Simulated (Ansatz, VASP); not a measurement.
## W: VASP beside Ansatz

The input INCAR:

```
PREC     = Accurate       # precision mode
ENCUT    = 600            # plane-wave cutoff, eV
EDIFF    = 1E-6           # SCF threshold, eV
ISMEAR   = 0              # smearing method
SIGMA    = 0.1            # smearing width, eV
LREAL    = F              # projectors in reciprocal space
LASPH    = T              # aspherical terms in the spheres
NELM     = 100            # most SCF steps
ALGO     = Normal         # electronic algorithm
ISIF     = 3              # what is computed and relaxed
LWAVE    = F              # write WAVECAR
LCHARG   = F              # write CHGCAR
GGA      = PE             # functional
IBRION   = 2              # ionic algorithm
NSW      = 100            # ionic steps
EDIFFG   = -0.002         # ionic threshold
```

KPOINTS

```
regular mesh
0
Gamma
  18 18 8
```

The input POSCAR:

```
W
1.0
    2.7798322761      0.0000000000      0.0000000000
   -1.3899161380      2.4074053694      0.0000000000
    0.0000000000      0.0000000000      4.9479519730
W
2
Direct
    0.3333333333      0.6666666667      0.2500000000
    0.6666666667      0.3333333333      0.7500000000
```

Input for Ansatz:

```yaml
crystal:
  lattice:
    - [2.7798322761, 0.0, 0.0]
    - [-1.389916138, 2.4074053694, 0.0]
    - [0.0, 0.0, 4.947951973]
  atoms:
    - { symbol: W, position: [0.3333333333, 0.6666666667, 0.25] }
    - { symbol: W, position: [0.6666666667, 0.3333333333, 0.75] }
basis:
  ecutwfc: 420
kpoints:
  mp_grid: { grid: [18, 18, 8] }
hamiltonian:
  xc: pbe
scf:
  occupations: { method: gaussian, width: 0.1 }
output:
  forces: true
  stress: true
  eigenvalues: true
relax:
  adjacent_minimum: "off"
  f_tol: 0.002
  max_steps: 80
  cell: { stress_tol: 0.02 }
```

Alike in both runs: task relaxation of cell and atoms; functional PBE; k mesh 18 × 18 × 8; occupations gaussian, width 0.1 eV; no spin polarisation.

```csv
,VASP,Ansatz
version,VASP 6.6.1,Ansatz 0.2.0
potentials or method,"VASP PAW PBE potentials, release 64 (W_sv), cutoff 600 eV","scalar-relativistic, plane waves, PAW"
valence electrons in the cell,28,28
```

```tsv
	VASP	Ansatz	Ansatz less VASP
gap on the k mesh at the Fermi level, each at its own relaxed structure (eV)	none	none	-
relaxed volume (Å³/atom)	16.56	16.53	-0.029
relaxed cell length with the largest relative difference (Å)	2.779	2.777	-0.0018
```

A gap of «none» marks a metal or a gap that the smearing closes.

Spin-orbit coupling is off throughout.
